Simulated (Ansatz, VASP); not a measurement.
## O: VASP beside Ansatz

```
O
1.0
     2.50872    0.00000    0.00000
    -1.25436    2.17261    0.00000
     0.00000    0.00000    6.44078
O
4
Direct
  0.33333 0.66667 0.16100
  0.66667 0.33333 0.66100
  0.33333 0.66667 0.33900
  0.66667 0.33333 0.83900
```

Change from the starting cell: volume scaled by 0.94, PAW files.

Alike in both runs: task electric field gradients; functional PBEsol; k mesh 13 × 13 × 5; occupations fermi-dirac, width 0.03 eV; no spin polarisation.

|  | VASP | Ansatz |
| --- | --- | --- |
| version | VASP 6.6.1 | Ansatz 0.2.0 |
| potentials or method | VASP PAW PBE potentials, release 64 (O) | PAW with Ansatz's default frozen-core files, scalar-relativistic |
| plane-wave cutoff (eV) | 520 | 420 |
| valence electrons in the cell | 24 | 24 |

|  | VASP | Ansatz | Ansatz less VASP |
| --- | --- | --- | --- |
| pressure (GPa) | 30.7 | 22.6 | -8.09 |
| traceless stress, the component that is largest in VASP (GPa) | 67.26 | 50.00 | -17.262 |
| rms of the force components (eV/Å) | 4.258 | 2.800 | -1.4577 |
| size of Vzz on the site where it differs most (V/Å²) | 103.0 | 102.7 | -0.36 |

VASP's potentials were made for PBE, not for PBEsol. Atom by atom the forces differ by 1.458 eV/Å (rms over components).

Noted on VASP's run: the standard files for N, O and F lose accuracy on very short bonds; spin is off for a triplet molecule.
